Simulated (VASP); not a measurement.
The system is FeCo3.

```
Fe Co
1.0
     3.53570    0.00000    0.00000
     0.00000    3.53570    0.00000
     0.00000    0.00000    3.53570
Fe Co
1 3
Direct
  0.00000 0.00000 0.00000
  0.50000 0.50000 0.00000
  0.50000 0.00000 0.50000
  0.00000 0.50000 0.50000
```

Base run:

```yaml
Program: VASP 6.6.1
Functional: PBEsol
Potentials_or_basis: VASP PAW PBE potentials, release 64 (Fe, Co)
Cutoff: 520 eV
k_mesh: 6 × 6 × 6
Occupations: gaussian, width 0.4 eV
Spin: collinear spin, ferromagnetic start
Starting_moments: "[2.85, 1.83, 1.83, 1.83] μB"
```

Its results: pressure -9.0 GPa; net moment 7.14 μB per cell; site moments Fe +2.52; Co +1.55 μB.

Q: The run is repeated on the same cell with these changes: occupations from gaussian, width 0.4 eV to gaussian, width 0.01 eV. What comes out?

A: Pressure -8.5 GPa; net moment 7.42 μB per cell; site moments Fe +2.59; Co +1.62 μB.

Caveats: the cell stands under tension; the PAW data sets were made with another functional, which shifts forces and pressure a little; so wide a smearing shifts energies and pressures (at least some runs).
